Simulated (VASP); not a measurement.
# SiC: single point with LDA

The system is SiC.

```xyz
8
Lattice="-3.0760 0.0000 0.0000 -1.5380 -2.6639 0.0000 0.0000 0.0000 10.8460" Properties=species:S:1:pos:R:3 pbc="T T T"
Si   -1.5380   -0.8880    6.6003
Si   -1.5380   -0.8880    1.5523
Si   -3.0760   -1.7759    9.1243
Si   -3.0760   -1.7759    4.0763
C    -1.5380   -0.8880    8.5437
C    -1.5380   -0.8880    3.4957
C    -3.0760   -1.7759    0.9717
C    -3.0760   -1.7759    6.0197
```

This cell differs from its parent crystal: the distance across one plane changed.

| Quantity | Value |
| --- | --- |
| Program | VASP 6.6.1 |
| Task | single point |
| Functional | LDA |
| Potentials or basis | VASP PAW LDA potentials, release 64 (Si, C) |
| Cutoff | 520 eV |
| k mesh | 10 × 10 × 3 |
| Occupations | gaussian, width 0.05 eV |
| Spin | no spin polarisation |

```yaml
Pressure: -7.5 GPa
Largest_force: 2.077 eV/Å
Band_gap_on_the_k_mesh: 1.54 eV (least direct gap 2.72 eV)
```

Forces in eV/Å, atoms in the order of the input:
```
Si   0.000  0.000  0.196
Si   0.000  0.000 -1.344
Si   0.000  0.000  2.077
Si   0.000  0.000  0.157
C    0.000  0.000  0.180
C    0.000  0.000 -0.110
C    0.000  0.000 -0.915
C    0.000  0.000 -0.242
```

Stress tensor (GPa, compression positive):
```
 -2.33   0.00   0.00
  0.00  -2.33   0.00
  0.00   0.00 -17.70
```

Levels at points of the mesh, in eV from the valence-band top:
```csv
k point,band 12,band 13,band 14,band 15,band 16,band 17,band 18,band 19,band 20,band 21
"(0.00, 0.00, 0.00)",-1.05,-1.05,-0.37,0.00,0.00,2.72,4.21,5.12,5.85,5.85
"(0.50, 0.00, 0.00)",-3.28,-2.92,-2.61,-1.53,-1.49,1.57,2.13,2.83,3.66,3.72
```

Run time: 2.1 min on 1 thread of Intel Xeon 8259CL, with other jobs on the host, peak memory 0.2 GiB.

Caveat: the cell differs from its parent crystal (the distance across one plane changed); the stress differs along the axes, from -18 to -2 GPa; forces of over 1 eV/Å act on the atoms, so gaps and moduli don't describe the material at rest. A k mesh can miss the band edges.
